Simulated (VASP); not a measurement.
# Lu (P6_3/mmc) in VASP: further runs

The runs below take Lu through single point, with PBE.

Program: VASP 6.6.1. These are calculated values, not measurements. Logs are shortened: lines on timing, memory, paths and dates and some standing lists are left out, and cuts for length are marked.

### Step 1. The cell of the first run

Symmetry: P6_3/mmc, No. 194, hexagonal system. Conventional cell: a = 3.507 Å, b = 3.507 Å, c = 5.477 Å, α = 90.00°, β = 90.00°, γ = 120.00°. Within 4.5 Å of Lu (site symmetry -6m2) lie 12 Lu at 3.41 to 3.51 Å.

### Step 2. Single point, PBE

INCAR reads:

```
  ALGO = Normal
  EDIFF = 1E-6
  ENCUT = 520
  GGA = PE
  ISIF = 2
  ISMEAR = 1
  LASPH = True
  LCHARG = False
  LREAL = False
  LWAVE = False
  NBANDS = 32
  NELM = 100
  PREC = Accurate
  SIGMA = 0.6
```

KPOINTS reads:

```
k-points
0
Gamma
  10 10 6
```

POSCAR reads:

```
Lu
1.0
    3.5070808964      0.0000000000      0.0000000000
   -1.7535404482      3.0372211494      0.0000000000
    0.0000000000      0.0000000000      5.4772888711
Lu
2
Direct
    0.3333333333      0.6666666667      0.2500000000
    0.6666666667      0.3333333333      0.7500000000
```

Potentials or basis: VASP PAW PBE potentials, release 64 (Lu).

The run is started by

```
cat potpaw_PBE.64/Lu/POTCAR > POTCAR
mpirun -np 1 vasp_std > vasp.out
```

OUTCAR:

```text
EDIFF = 1E-6
   ENCUT = 520
   GGA = PE
   ISIF = 2
   ISMEAR = 1
   LASPH = True
   LREAL = False
   NELM = 100
   PREC = Accurate

 ion  position               nearest neighbor table
   1  0.333  0.667  0.250-   2 3.41   2 3.41   2 3.41   2 3.41   2 3.41   2 3.41
   2  0.667  0.333  0.750-   1 3.41   1 3.41   1 3.41   1 3.41   1 3.41   1 3.41

  LATTYP: Found a hexagonal cell.
 ALAT       =     3.5070808964
 C/A-ratio  =     1.5617800196

  Lattice vectors:

 A1 = (   3.5070808964,   0.0000000000,   0.0000000000)
 A2 = (  -1.7535404482,   3.0372211494,   0.0000000000)
 A3 = (   0.0000000000,   0.0000000000,   5.4772888711)

Analysis of symmetry for initial positions (statically):
=====================================================================
 Subroutine PRICEL returns:
 Original cell was already a primitive cell.

 Routine SETGRP: Setting up the symmetry group for a
 hexagonal supercell.

 Subroutine GETGRP returns: Found 24 space group operations
 (whereof 12 operations were pure point group operations)
 out of a pool of 24 trial point group operations.

The static configuration has the point symmetry D_3d.
 The point group associated with its full space group is D_6h.

Analysis of symmetry for dynamics (positions and initial velocities):
=====================================================================
 Subroutine PRICEL returns:
 Original cell was already a primitive cell.

 Routine SETGRP: Setting up the symmetry group for a
 hexagonal supercell.

 Subroutine GETGRP returns: Found 24 space group operations
 (whereof 12 operations were pure point group operations)
 out of a pool of 24 trial point group operations.

The dynamic configuration has the point symmetry D_3d.
 The point group associated with its full space group is D_6h.

 Subroutine INISYM returns: Found 24 space group operations
 (whereof 12 operations are pure point group operations),
 and found     1 'primitive' translations

----------------------------------------------------------------------------------------

                                     Primitive cell

  volume of cell :      58.3429

  direct lattice vectors                    reciprocal lattice vectors
     3.507080896  0.000000000  0.000000000     0.285137420  0.164624166  0.000000000
    -1.753540448  3.037221149  0.000000000     0.000000000  0.329248333  0.000000000
     0.000000000  0.000000000  5.477288871     0.000000000  0.000000000  0.182572076

  length of vectors
     3.507080896  3.507080896  5.477288871     0.329248333  0.329248333  0.182572076

  position of ions in fractional coordinates (direct lattice)
     0.333333333  0.666666667  0.250000000
     0.666666667  0.333333333  0.750000000

  ion indices of the primitive-cell ions
   primitive index   ion index
                 1           1
                 2           2

----------------------------------------------------------------------------------------

 KPOINTS: k-points

Automatic generation of k-mesh.
 Grid dimensions read from file:
 generate k-points for:   10   10    6

 Generating k-lattice:

  Cartesian coordinates                     Fractional coordinates (reciprocal lattice)
     0.028513742  0.016462417  0.000000000     0.100000000 -0.000000000  0.000000000
     0.000000000  0.032924833  0.000000000     0.000000000  0.100000000  0.000000000
     0.000000000  0.000000000  0.030428679     0.000000000  0.000000000  0.166666667

  Length of vectors
     0.032924833  0.032924833  0.030428679

  Shift w.r.t. Gamma in fractional coordinates (k-lattice)
     0.000000000  0.000000000  0.000000000

 Subroutine IBZKPT returns following result:
 ===========================================

 Found     56 irreducible k-points:

 Following reciprocal coordinates:
            Coordinates               Weight
  0.000000  0.000000  0.000000      1.000000
  0.100000 -0.000000  0.000000      6.000000
  0.200000 -0.000000  0.000000      6.000000
  0.300000  0.000000  0.000000      6.000000
  0.400000  0.000000  0.000000      6.000000
  0.500000  0.000000  0.000000      3.000000
[... 16 lines left out ...]
  0.300000  0.100000  0.166667     24.000000
  0.400000  0.100000  0.166667     24.000000
 [... further k-points ...]
   k-points           NKPTS =     56   k-points in BZ     NKDIM =     56   number of bands    NBANDS=     32
   number of dos      NEDOS =    301   number of ions     NIONS =      2
   total plane-waves  NPLWV =  32928
   dimension x,y,z NGX =    28 NGY =   28 NGZ =   42
   dimension x,y,z NGXF=    56 NGYF=   56 NGZF=   84
   ions per type =               2
   NGX,Y,Z   is equivalent  to a cutoff of  13.27, 13.27, 12.75 a.u.
   NGXF,Y,Z  is equivalent  to a cutoff of  26.55, 26.55, 25.50 a.u.
 SYSTEM =  unknown system
   PREC   = accura    normal or accurate (medium, high low for compatibility)
   ISTART =      0    job   : 0-new  1-cont  2-samecut
   ICHARG =      2    charge: 1-file 2-atom 10-const
   ISPIN  =      1    spin polarized calculation?
   LNONCOLLINEAR =      F non collinear calculations
   LSORBIT =      F    spin-orbit coupling
   LASPH  =      T    aspherical Exc in radial PAW
   ENCUT  =  520.0 eV  38.22 Ry    6.18 a.u.   6.52  6.52 10.18*2*pi/ulx,y,z
   NELM   =    100;   NELMIN=  2; NELMDL= -5     # of ELM steps
   EDIFF  = 0.1E-05   stopping-criterion for ELM
   LREAL  =      F    real-space projection
   EDIFFG = 0.1E-04   stopping-criterion for IOM
   NSW    =      0    number of steps for IOM
   IBRION =     -1    ionic relax: 0-MD 1-quasi-New 2-CG
   NFREE  =      0    steps in history (QN), initial steepest desc. (CG)
   ISIF   =      2    stress and relaxation
   ISYM   =      2    0-nonsym 1-usesym 2-fastsym
   POTIM  = 0.5000    time-step for ionic-motion
   TEBEG  =    0.0;   TEEND  =   0.0 temperature during run
   PSTRESS=    0.0 pullay stress
   NELECT =      50.0000    total number of electrons
   NUPDOWN=      -1.0000    fix difference up-down
   EMIN   =  10.00;   EMAX   =-10.00  energy-range for DOS
   EFERMI =   0.00;   METHOD = LEGACY
   ISMEAR =     1;   SIGMA  =   0.60  broadening in eV -4-tet -1-fermi 0-gaus
   EFERMI_NEDOS =   21; number of points for ismear=-14 and -15
   IALGO  =     38    algorithm
   IMIX   =      4    mixing-type and parameters
     AMIX     =   0.40;   BMIX     =  1.00
     AMIX_MAG =   1.60;   BMIX_MAG =  1.00
  volume/ion in A,a.u.               =      29.17       196.86
  Fermi-wavevector in a.u.,A,eV,Ry     =   1.555018  2.938559 32.900009  2.418082
  Thomas-Fermi vector in A             =   2.659020
   LORBIT       =      0    0 simple, 1 ext, 2 COOP (PROOUT), +10 PAW based schemes
   GGA     = PE    functional components
   LHFCALC =     F    Hartree Fock is set to
   AEXX    =    0.0000 exact exchange contribution
   IVDW    =     0    specifies the selected vdW correction
   LEPSILON=     F    determine dielectric tensor
   LRPA    =     F    only Hartree local field effects (RPA)
 non-spin polarized calculation
 Methfessel and Paxton  Order N= 1 SIGMA  =   0.60
  energy-cutoff  :      520.00
  volume of cell :       58.34
 maximum number of plane-waves:      1616
 NGX is ok and might be reduce to    28
   NGX = 13   NGY = 13   NGZ = 21

 number of electron      49.9999992 magnetization

 Free energy of the ion-electron system (eV)
  ---------------------------------------------------
  ext. energy  EPLUGINS =         0.00000000
  ---------------------------------------------------
  free energy    TOTEN  =        -9.07052575 eV

  energy without entropy =       -8.99887125  energy(sigma->0) =       -9.04664091

 E-fermi :   2.2090     XC(G=0): -10.6562

 val. band max:        2.1654935590   @ k =   0.2000   0.2000   0.3333
 cond. band min:       2.2320720130   @ k =   0.2000  -0.0000   0.1667
 fundamental gap:      0.0665784540
 Fermi energy:         2.2089661788

 k-point     1 :       0.0000    0.0000    0.0000
  band No.  band energies     occupation
      1     -53.9816      2.00000
      2     -53.9461      2.00000
      3     -24.9301      2.00000
      4     -24.4973      2.00000
      5     -24.4973      2.00000
      6     -24.4128      2.00000
[... 24 lines left out ...]
     31       5.6521     -0.00000
     32       5.6521     -0.00000

 k-point     2 :       0.1000   -0.0000    0.0000
  band No.  band energies     occupation
      1     -53.9793      2.00000
      2     -53.9453      2.00000
      3     -24.9143      2.00000
      4     -24.5283      2.00000
      5     -24.5081      2.00000
      6     -24.4456      2.00000
[... 24 lines left out ...]
     31       5.3616     -0.00000
     32       5.4168     -0.00000

 k-point     3 :       0.2000   -0.0000    0.0000
  band No.  band energies     occupation
      1     -53.9732      2.00000
      2     -53.9436      2.00000
      3     -24.8700      2.00000
      4     -24.6097      2.00000
      5     -24.5351      2.00000
      6     -24.5291      2.00000
[... 24 lines left out ...]
     31       5.8087     -0.00000
     32       5.9886     -0.00000

 k-point     4 :       0.3000    0.0000    0.0000
  band No.  band energies     occupation
      1     -53.9650      2.00000
      2     -53.9421      2.00000
      3     -24.8063      2.00000
      4     -24.7109      2.00000
      5     -24.6276      2.00000
      6     -24.5670      2.00000
[... 24 lines left out ...]
     31       6.5879     -0.00000
     32       6.9296     -0.00000

 k-point     5 :       0.4000    0.0000    0.0000
  band No.  band energies     occupation
      1     -53.9574      2.00000
      2     -53.9418      2.00000
      3     -24.7931      2.00000
      4     -24.7396      2.00000
      5     -24.7040      2.00000
      6     -24.5920      2.00000
[... 584 lines left out ...]
     31       5.7106     -0.00000
     32       6.1330     -0.00000

 k-point    22 :       0.2000    0.1000    0.1667
  band No.  band energies     occupation
      1     -53.9662      2.00000
      2     -53.9442      2.00000
      3     -24.8240      2.00000
      4     -24.6457      2.00000
      5     -24.6200      2.00000
      6     -24.5468      2.00000
[... 24 lines left out ...]
     31       6.2403     -0.00000
     32       6.7936     -0.00000

 k-point    23 :       0.3000    0.1000    0.1667
  band No.  band energies     occupation
      1     -53.9587      2.00000
      2     -53.9429      2.00000
      3     -24.8110      2.00000
      4     -24.7196      2.00000
      5     -24.6647      2.00000
      6     -24.5843      2.00000
[... 24 lines left out ...]
     31       7.3070     -0.00000
     32       7.5901     -0.00000

 k-point    24 :       0.4000    0.1000    0.1667
  band No.  band energies     occupation
      1     -53.9532      2.00000
      2     -53.9430      2.00000
      3     -24.8379      2.00000
      4     -24.7536      2.00000
      5     -24.6627      2.00000
      6     -24.5987      2.00000
[... 24 lines left out ...]
     31       7.9865     -0.00000
     32       8.2497     -0.00000

 [... further k-points ...]

------------------------ aborting loop because EDIFF is reached ----------------------------------------

  FORCE on cell =-STRESS in cart. coord.  units (eV):
  Direction    XX          YY          ZZ          XY          YZ          ZX
  --------------------------------------------------------------------------------------
  -------------------------------------------------------------------------------------
  Total        0.1031829      0.1031829      0.2197642      0.0000000      0.0000000     -0.0000000
  in kB        2.8335478      2.8335478      6.0350337      0.0000000      0.0000000     -0.0000000
  external PRESSURE =       3.9007097 kB  Pullay stress =       0.0000000 kB

 VOLUME and BASIS-vectors are now :
 -----------------------------------------------------------------------------
  energy-cutoff  :      520.00
  volume of cell :       58.34
      direct lattice vectors                 reciprocal lattice vectors
     3.507080896  0.000000000  0.000000000     0.285137420  0.164624166  0.000000000
    -1.753540448  3.037221149  0.000000000     0.000000000  0.329248333  0.000000000
     0.000000000  0.000000000  5.477288871     0.000000000  0.000000000  0.182572076

 POSITION                                       TOTAL-FORCE (eV/Angst)
 -----------------------------------------------------------------------------------
     -0.00000      2.02481      1.36932        -0.000000      0.000000      0.000000
      1.75354      1.01241      4.10797         0.000000     -0.000000      0.000000
 -----------------------------------------------------------------------------------
    total drift:                               -0.000000      0.000000     -0.000000

  FREE ENERGIE OF THE ION-ELECTRON SYSTEM (eV)
  ---------------------------------------------------
  free  energy   TOTEN  =        -9.0705257498 eV

  energy  without entropy=       -8.9988712453  energy(sigma->0) =       -9.04664091
```

Run time: 1.7 min. Hardware: 1 thread of Intel Xeon 6975P-C (Granite Rapids), shared host; peak memory 0.24 GiB.

Results:

| Quantity | Value |
| --- | --- |
| Free energy | -9.0705 eV |
| Pressure | 0.4 GPa |
| Band gap on the k mesh | zero (bands 25 and 26 overlap by 1.84 eV) |

Caveat: so wide a smearing shifts energies and pressures; spin-orbit coupling is left out, which moves the levels of the heavy elements.

### Step 3. Single point, PBE

INCAR reads:

```
PREC = Accurate ; ENCUT = 520
EDIFF = 1E-6 ; ISMEAR = 1
SIGMA = 1.0 ; LREAL = F
LASPH = T ; NELM = 80
ALGO = Normal ; ISIF = 2
LWAVE = F ; LCHARG = T
GGA = PE ; LELF = T
LVHAR = T ; NBANDS = 32
```

KPOINTS reads:

```
Automatic mesh
0
Gamma
  10 10 6
```

POSCAR is that of step 2.

Potentials or basis: VASP PAW PBE potentials, release 64 (Lu).

The run is started by

```
cat potpaw_PBE.64/Lu/POTCAR > POTCAR
mpirun -np 1 vasp_std > vasp.out
```

Run time: 2 min. Hardware: 1 thread of Intel Xeon 6975P-C (Granite Rapids), shared host; peak memory 0.23 GiB.

Results (log left out):

```
Free energy            : -9.1150 eV
Pressure               : 0.5 GPa
Band gap on the k mesh : zero (bands 25 and 26 overlap by 1.83 eV)
```

Stress tensor (GPa, compression positive):
```
0.35 0.00 0.00
0.00 0.35 0.00
0.00 0.00 0.84
```

Levels at points of the mesh, in eV from the Fermi level:
| k point | band 21 | band 22 | band 23 | band 24 | band 25 | band 26 | band 27 | band 28 | band 29 | band 30 |
| --- | --- | --- | --- | --- | --- | --- | --- | --- | --- | --- |
| (0.00, 0.00, 0.00) | -4.92 | -4.89 | -4.89 | -2.41 | 0.63 | 2.17 | 2.17 | 2.58 | 2.90 | 2.90 |
| (0.50, 0.00, 0.00) | -4.91 | -4.90 | -2.37 | -1.41 | -0.86 | -0.39 | 1.57 | 1.82 | 2.37 | 6.11 |
| (0.00, 0.00, 0.50) | -4.89 | -4.89 | -4.37 | -4.37 | 1.19 | 1.19 | 2.07 | 2.07 | 2.07 | 2.07 |
| (0.50, 0.00, 0.50) | -4.91 | -4.91 | -2.12 | -2.12 | 0.08 | 0.08 | 1.34 | 1.34 | 3.32 | 3.32 |

Caveat: so wide a smearing shifts energies and pressures; spin-orbit coupling is left out, which moves the levels of the heavy elements.

### Step 4. Single point, PBE

INCAR reads:

```
SYSTEM = Lu
  PREC = Accurate
  ENCUT = 520
  EDIFF = 1E-6
  ISMEAR = -1
  SIGMA = 0.1
  LREAL = .FALSE.
  LASPH = .TRUE.
  NELM = 80
  ALGO = Normal
  ISIF = 2
  LWAVE = .FALSE.
  LCHARG = .TRUE.
  GGA = PE
  LELF = .TRUE.
  LVHAR = .TRUE.
  NBANDS = 32
```

KPOINTS reads:

```
regular mesh
0
G
  11 11 6
  0 0 0
```

POSCAR is that of step 3.

The run is started by

```
cat potpaw_PBE.64/Lu/POTCAR > POTCAR
mpirun -np 1 vasp_std > vasp.out
```

Wall time 2.3 min (1 thread of Intel Xeon 6975P-C (Granite Rapids), shared host); peak memory 0.24 GiB.

It converged, with:

```
Free energy            : -9.0979 eV
Pressure               : 0.4 GPa
Band gap on the k mesh : zero (bands 25 and 26 overlap by 1.85 eV)
```

Stress tensor (GPa, compression positive):
```
0.32 0.00 0.00
0.00 0.32 0.00
0.00 0.00 0.41
```

Levels at points of the mesh, in eV from the Fermi level:
| k point | band 22 | band 23 | band 24 | band 25 | band 26 | band 27 | band 28 | band 29 |
| --- | --- | --- | --- | --- | --- | --- | --- | --- |
| (0.00, 0.00, 0.00) | -4.86 | -4.85 | -2.38 | 0.67 | 2.20 | 2.20 | 2.62 | 2.93 |
| (0.00, 0.00, 0.50) | -4.85 | -4.34 | -4.34 | 1.23 | 1.23 | 2.10 | 2.10 | 2.10 |

Caveat: spin-orbit coupling is left out, which moves the levels of the heavy elements.

### Step 5. The runs side by side

| k mesh | smearing | gap on the mesh (eV) | pressure (GPa) |
| --- | --- | --- | --- |
| 10 × 10 × 6 | methfessel-paxton 0.6 eV | none | 0.4 |
| 10 × 10 × 6 | methfessel-paxton 1 eV | none | 0.5 |
| 11 × 11 × 6 | fermi-dirac 0.1 eV | none | 0.4 |

Alike in all rows: task single point; level PBE; potentials or basis VASP PAW PBE potentials, release 64 (Lu); no spin polarisation; cell as given; cutoff (eV) 520.

Caveats: spin-orbit coupling is left out, which moves the levels of the heavy elements; so wide a smearing shifts energies and pressures (at least some runs).

Total energies depend on the potentials used, so only differences within one code and one set of settings carry meaning.
